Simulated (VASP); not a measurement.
# CdH2O2 (P-3m1) in VASP: notebook

Runs on CdH2O2. Level: PBEsol+D3(BJ). Tasks: single point.

All numbers are computed with VASP 6.6.1; they aren't measurements. Logs are shortened: lines on timing, memory, paths and dates and some standing lists are left out, and cuts for length are marked.

### Step 1. The cell of the first run

The structure is trigonal, space group P-3m1 (No. 164). Conventional cell: a = 3.547 Å, b = 3.547 Å, c = 4.684 Å, α = 90.00°, β = 90.00°, γ = 120.00°. Cd (site symmetry -3m) has 6 O at 2.34 Å and 6 H at 2.94 Å within 3.1 Å. H (site symmetry 3m) has 1 O at 0.98 Å within 1.3 Å. O (site symmetry 3m) has 1 H at 0.98 Å within 1.3 Å.

### Step 2. Single point, PBEsol+D3(BJ)

Contents of INCAR:

```
SYSTEM = CdH2O2
PREC = Accurate ; ENCUT = 520
EDIFF = 1E-7 ; ISMEAR = 0
SIGMA = 0.01 ; LREAL = .FALSE.
LASPH = .TRUE. ; NELM = 60
ALGO = Normal ; ISIF = 2
LWAVE = .FALSE. ; LCHARG = .TRUE.
GGA = PS ; IVDW = 12
LELF = .TRUE. ; LVHAR = .TRUE.
NBANDS = 21
```

Contents of KPOINTS:

```
regular mesh
0
G
  6 6 4
  0 0 0
```

Contents of POSCAR:

```
CdH2O2
1.0
    3.5465013934      0.0000000000      0.0000000000
   -1.7732506967      3.0713604791      0.0000000000
    0.0000000000      0.0000000000      4.6838884119
Cd H O
1 2 2
Direct
    0.0000000000      0.0000000000      0.0000000000
    0.6666666667      0.3333333333      0.5509610000
    0.3333333333      0.6666666667      0.4490390000
    0.6666666667      0.3333333333      0.7593720000
    0.3333333333      0.6666666667      0.2406280000
```

Potentials or basis: VASP PAW PBE potentials, release 64 (Cd, H, O).

On the command line:

```sh
$ cat potpaw_PBE.64/Cd/POTCAR potpaw_PBE.64/H/POTCAR potpaw_PBE.64/O/POTCAR > POTCAR
$ mpirun -np 1 vasp_std > vasp.out
```

OUTCAR:

```text
SYSTEM = CdH2O2
   PREC = Accurate
   ENCUT = 520
   EDIFF = 1E-7
   ISMEAR = 0
   LREAL = .FALSE.
   LASPH = .TRUE.
   NELM = 60
   ISIF = 2
   GGA = PS
   IVDW = 12
 IVDW          = 12

 ion  position               nearest neighbor table
   1  0.000  0.000  0.000-   4 2.34   5 2.34   4 2.34   5 2.34   4 2.34   5 2.34
   2  0.667  0.333  0.551-   4 0.98
   3  0.333  0.667  0.449-   5 0.98
   4  0.667  0.333  0.759-   2 0.98   1 2.34   1 2.34   1 2.34
   5  0.333  0.667  0.241-   3 0.98   1 2.34   1 2.34   1 2.34

  LATTYP: Found a hexagonal cell.
 ALAT       =     3.5465013934
 C/A-ratio  =     1.3207067733

  Lattice vectors:

 A1 = (   3.5465013934,   0.0000000000,   0.0000000000)
 A2 = (  -1.7732506967,   3.0713604791,   0.0000000000)
 A3 = (   0.0000000000,   0.0000000000,   4.6838884119)

Analysis of symmetry for initial positions (statically):
=====================================================================
 Subroutine PRICEL returns:
 Original cell was already a primitive cell.

 Routine SETGRP: Setting up the symmetry group for a
 hexagonal supercell.

 Subroutine GETGRP returns: Found 12 space group operations
 (whereof 12 operations were pure point group operations)
 out of a pool of 24 trial point group operations.

The static configuration has the point symmetry D_3d.

Analysis of symmetry for dynamics (positions and initial velocities):
=====================================================================
 Subroutine PRICEL returns:
 Original cell was already a primitive cell.

 Routine SETGRP: Setting up the symmetry group for a
 hexagonal supercell.

 Subroutine GETGRP returns: Found 12 space group operations
 (whereof 12 operations were pure point group operations)
 out of a pool of 24 trial point group operations.

The dynamic configuration has the point symmetry D_3d.

 Subroutine INISYM returns: Found 12 space group operations
 (whereof 12 operations are pure point group operations),
 and found     1 'primitive' translations

----------------------------------------------------------------------------------------

                                     Primitive cell

  volume of cell :      51.0196

  direct lattice vectors                    reciprocal lattice vectors
     3.546501393  0.000000000  0.000000000     0.281968027  0.162794307  0.000000000
    -1.773250697  3.071360479  0.000000000     0.000000000  0.325588614  0.000000000
     0.000000000  0.000000000  4.683888412     0.000000000  0.000000000  0.213497827

  length of vectors
     3.546501393  3.546501547  4.683888412     0.325588628  0.325588614  0.213497827

  position of ions in fractional coordinates (direct lattice)
     0.000000000  0.000000000  0.000000000
     0.666666667  0.333333333  0.550961000
     0.333333333  0.666666667  0.449039000
     0.666666667  0.333333333  0.759372000
     0.333333333  0.666666667  0.240628000

  ion indices of the primitive-cell ions
   primitive index   ion index
                 1           1
                 2           2
                 3           3
                 4           4
                 5           5

----------------------------------------------------------------------------------------

 KPOINTS: regular mesh

Automatic generation of k-mesh.
 Grid dimensions read from file:
 generate k-points for:    6    6    4

 Generating k-lattice:

  Cartesian coordinates                     Fractional coordinates (reciprocal lattice)
     0.046994671  0.027132384  0.000000000     0.166666667  0.000000000  0.000000000
     0.000000000  0.054264769  0.000000000     0.000000000  0.166666667  0.000000000
     0.000000000  0.000000000  0.053374457     0.000000000  0.000000000  0.250000000

  Length of vectors
     0.054264771  0.054264769  0.053374457

  Shift w.r.t. Gamma in fractional coordinates (k-lattice)
     0.000000000  0.000000000  0.000000000

 Subroutine IBZKPT returns following result:
 ===========================================

 Found     24 irreducible k-points:

 Following reciprocal coordinates:
            Coordinates               Weight
  0.000000  0.000000  0.000000      1.000000
  0.166667  0.000000  0.000000      6.000000
  0.333333  0.000000  0.000000      6.000000
  0.500000  0.000000  0.000000      3.000000
  0.166667  0.166667  0.000000      6.000000
  0.333333  0.166667  0.000000     12.000000
[... 16 lines left out ...]
  0.333333  0.166667  0.500000     12.000000
  0.333333  0.333333  0.500000      2.000000
   k-points           NKPTS =     24   k-points in BZ     NKDIM =     24   number of bands    NBANDS=     21
   number of dos      NEDOS =    301   number of ions     NIONS =      5
   total plane-waves  NPLWV =  28224
   dimension x,y,z NGX =    28 NGY =   28 NGZ =   36
   dimension x,y,z NGXF=    56 NGYF=   56 NGZF=   72
   ions per type =               1   2   2
   NGX,Y,Z   is equivalent  to a cutoff of  13.13, 13.13, 12.78 a.u.
   NGXF,Y,Z  is equivalent  to a cutoff of  26.25, 26.25, 25.56 a.u.
 SYSTEM =  CdH2O2
   PREC   = accura    normal or accurate (medium, high low for compatibility)
   ISTART =      0    job   : 0-new  1-cont  2-samecut
   ICHARG =      2    charge: 1-file 2-atom 10-const
   ISPIN  =      1    spin polarized calculation?
   LNONCOLLINEAR =      F non collinear calculations
   LSORBIT =      F    spin-orbit coupling
   LASPH  =      T    aspherical Exc in radial PAW
   ENCUT  =  520.0 eV  38.22 Ry    6.18 a.u.   6.59  6.59  8.71*2*pi/ulx,y,z
   NELM   =     60;   NELMIN=  2; NELMDL= -5     # of ELM steps
   EDIFF  = 0.1E-06   stopping-criterion for ELM
   LREAL  =      F    real-space projection
   EDIFFG = 0.1E-05   stopping-criterion for IOM
   NSW    =      0    number of steps for IOM
   IBRION =     -1    ionic relax: 0-MD 1-quasi-New 2-CG
   NFREE  =      0    steps in history (QN), initial steepest desc. (CG)
   ISIF   =      2    stress and relaxation
   ISYM   =      2    0-nonsym 1-usesym 2-fastsym
   POTIM  = 0.5000    time-step for ionic-motion
   TEBEG  =    0.0;   TEEND  =   0.0 temperature during run
   PSTRESS=    0.0 pullay stress
   NELECT =      26.0000    total number of electrons
   NUPDOWN=      -1.0000    fix difference up-down
   EMIN   =  10.00;   EMAX   =-10.00  energy-range for DOS
   EFERMI =   0.00;   METHOD = LEGACY
   ISMEAR =     0;   SIGMA  =   0.01  broadening in eV -4-tet -1-fermi 0-gaus
   EFERMI_NEDOS =   21; number of points for ismear=-14 and -15
   IALGO  =     38    algorithm
   IMIX   =      4    mixing-type and parameters
     AMIX     =   0.40;   BMIX     =  1.00
     AMIX_MAG =   1.60;   BMIX_MAG =  1.00
  volume/ion in A,a.u.               =      10.20        68.86
  Fermi-wavevector in a.u.,A,eV,Ry     =   1.307636  2.471073 23.264756  1.709911
  Thomas-Fermi vector in A             =   2.438357
   LORBIT       =      0    0 simple, 1 ext, 2 COOP (PROOUT), +10 PAW based schemes
   GGA     = PS    functional components
   LHFCALC =     F    Hartree Fock is set to
   AEXX    =    0.0000 exact exchange contribution
   IVDW    =    12    specifies the selected vdW correction
   LEPSILON=     F    determine dielectric tensor
   LRPA    =     F    only Hartree local field effects (RPA)
 non-spin polarized calculation
 Gauss-broadening in eV      SIGMA  =   0.01
  energy-cutoff  :      520.00
  volume of cell :       51.02
 maximum number of plane-waves:      1398
 NGX is ok and might be reduce to    28
   NGX = 13   NGY = 13   NGZ = 17

 number of electron      25.9999997 magnetization

 Free energy of the ion-electron system (eV)
  ---------------------------------------------------
  ext. energy  EPLUGINS =         0.00000000
  ---------------------------------------------------
  free energy    TOTEN  =       -23.46126918 eV

  energy without entropy =      -23.46126918  energy(sigma->0) =      -23.46126918

 E-fermi :  -0.1765     XC(G=0): -10.0907

 val. band max:       -0.3129036444   @ k =   0.5000   0.0000   0.0000
 cond. band min:       1.2210811033   @ k =   0.0000   0.0000   0.0000
 fundamental gap:      1.5339847476
 Fermi energy:        -0.1765027262

 k-point     1 :       0.0000    0.0000    0.0000
  band No.  band energies     occupation
      1     -18.6374      2.00000
      2     -17.6703      2.00000
      3      -7.7753      2.00000
      4      -6.6478      2.00000
      5      -6.6478      2.00000
      6      -5.9634      2.00000
[... 13 lines left out ...]
     20      14.1328      0.00000
     21      16.6663      0.00000

 k-point     2 :       0.1667    0.0000    0.0000
  band No.  band energies     occupation
      1     -18.5383      2.00000
      2     -17.7104      2.00000
      3      -7.5358      2.00000
      4      -6.6758      2.00000
      5      -6.5449      2.00000
      6      -6.0418      2.00000
[... 13 lines left out ...]
     20      14.5222      0.00000
     21      15.7047      0.00000

 k-point     3 :       0.3333    0.0000    0.0000
  band No.  band energies     occupation
      1     -18.3055      2.00000
      2     -17.8199      2.00000
      3      -7.1277      2.00000
      4      -6.5224      2.00000
      5      -6.4114      2.00000
      6      -6.2695      2.00000
[... 13 lines left out ...]
     20      13.0142      0.00000
     21      14.5161      0.00000

 k-point     4 :       0.5000    0.0000    0.0000
  band No.  band energies     occupation
      1     -18.1272      2.00000
      2     -17.9328      2.00000
      3      -7.0803      2.00000
      4      -6.4239      2.00000
      5      -6.4007      2.00000
      6      -5.9402      2.00000
[... 13 lines left out ...]
     20      12.9376      0.00000
     21      14.3557      0.00000

 k-point     5 :       0.1667    0.1667    0.0000
  band No.  band energies     occupation
      1     -18.3731      2.00000
      2     -17.7836      2.00000
      3      -7.1632      2.00000
      4      -6.7505      2.00000
      5      -6.3801      2.00000
      6      -6.1546      2.00000
[... 13 lines left out ...]
     20      13.2171      0.00000
     21      14.8504      0.00000

 k-point     6 :       0.3333    0.1667    0.0000
  band No.  band energies     occupation
      1     -18.1534      2.00000
      2     -17.9052      2.00000
      3      -6.9761      2.00000
      4      -6.6827      2.00000
      5      -6.3378      2.00000
      6      -6.1767      2.00000
[... 13 lines left out ...]
     20      12.4871      0.00000
     21      14.4819      0.00000

 k-point     7 :       0.3333    0.3333    0.0000
  band No.  band energies     occupation
      1     -18.0114      2.00000
      2     -18.0114      2.00000
      3      -6.8492      2.00000
      4      -6.8492      2.00000
      5      -6.2360      2.00000
      6      -6.2360      2.00000
[... 13 lines left out ...]
     20      11.8511      0.00000
     21      15.3624      0.00000
[... 291 lines left out ...]
      1     -18.1765      2.00000
      2     -17.9432      2.00000
      3      -7.2898      2.00000
      4      -6.6289      2.00000
      5      -6.4469      2.00000
      6      -6.1517      2.00000
[... 13 lines left out ...]
     20      12.8551      0.00000
     21      14.5964      0.00000

 k-point    21 :       0.5000    0.0000    0.5000
  band No.  band energies     occupation
      1     -18.1227      2.00000
      2     -17.9189      2.00000
      3      -7.3823      2.00000
      4      -6.4532      2.00000
      5      -6.2424      2.00000
      6      -6.0056      2.00000
[... 13 lines left out ...]
     20      13.1814      0.00000
     21      14.5153      0.00000

 k-point    22 :       0.1667    0.1667    0.5000
  band No.  band energies     occupation
      1     -18.1976      2.00000
      2     -17.9617      2.00000
      3      -7.1327      2.00000
      4      -6.8986      2.00000
      5      -6.4345      2.00000
      6      -6.1268      2.00000
[... 13 lines left out ...]
     20      13.2510      0.00000
     21      15.2639      0.00000

 k-point    23 :       0.3333    0.1667    0.5000
  band No.  band energies     occupation
      1     -18.1040      2.00000
      2     -17.9400      2.00000
      3      -7.2003      2.00000
      4      -6.5624      2.00000
      5      -6.3763      2.00000
      6      -6.2167      2.00000
[... 13 lines left out ...]
     20      14.4053      0.00000
     21      15.3779      0.00000

 k-point    24 :       0.3333    0.3333    0.5000
  band No.  band energies     occupation
      1     -18.0041      2.00000
      2     -18.0041      2.00000
      3      -6.8380      2.00000
      4      -6.8380      2.00000
      5      -6.2965      2.00000
      6      -6.2965      2.00000
[... 13 lines left out ...]
     20      15.8098      0.00000
     21      16.4552      0.00000

------------------------ aborting loop because EDIFF is reached ----------------------------------------

 Edisp (eV)   -0.48742

 E8    (eV) :    -0.2722

  FORCE on cell =-STRESS in cart. coord.  units (eV):
  Direction    XX          YY          ZZ          XY          YZ          ZX
  --------------------------------------------------------------------------------------
  -------------------------------------------------------------------------------------
  Total      -1.49968    -1.49968    -1.02682     0.00000     0.00000     0.00000
  in kB     -47.09453   -47.09454   -32.24526     0.00000     0.00000     0.00000
  external pressure =      -42.14 kB  Pullay stress =        0.00 kB

 VOLUME and BASIS-vectors are now :
 -----------------------------------------------------------------------------
  energy-cutoff  :      520.00
  volume of cell :       51.02
      direct lattice vectors                 reciprocal lattice vectors
     3.546501393  0.000000000  0.000000000     0.281968027  0.162794307  0.000000000
    -1.773250697  3.071360479  0.000000000     0.000000000  0.325588614  0.000000000
     0.000000000  0.000000000  4.683888412     0.000000000  0.000000000  0.213497827

 POSITION                                       TOTAL-FORCE (eV/Angst)
 -----------------------------------------------------------------------------------
      0.00000      0.00000      0.00000         0.000000      0.000000      0.000000
      1.77325      1.02379      2.58064         0.000000      0.000000     -0.210089
     -0.00000      2.04757      2.10325         0.000000     -0.000000      0.210089
      1.77325      1.02379      3.55681        -0.000000     -0.000000      0.465349
     -0.00000      2.04757      1.12707         0.000000      0.000000     -0.465349
 -----------------------------------------------------------------------------------
    total drift:                                0.000000     -0.000000      0.000000

  FREE ENERGIE OF THE ION-ELECTRON SYSTEM (eV)
  ---------------------------------------------------
  free  energy   TOTEN  =       -23.9486862016 eV

  energy  without entropy=      -23.9486862016  energy(sigma->0) =      -23.94868620
```

Wall time 42 s (1 thread of AMD EPYC 7R13, shared host); peak memory 0.17 GiB.

Results:

- Free energy: -23.9487 eV
- Pressure: -4.2 GPa
- Largest force: 0.465 eV/Å
- Band gap on the k mesh: 1.53 eV (least direct gap 1.88 eV)
- Dispersion energy per atom: -0.097 eV

Forces on the atoms (eV/Å):
```
Cd   0.000  0.000  0.000
H    0.000  0.000 -0.210
H    0.000  0.000  0.210
O    0.000  0.000  0.465
O    0.000  0.000 -0.465
```

Caveat: the cell stands under tension; the PAW data sets were made with another functional, which shifts forces and pressure a little. A k mesh can miss the band edges.

(Part 1 of 2 ends here.)
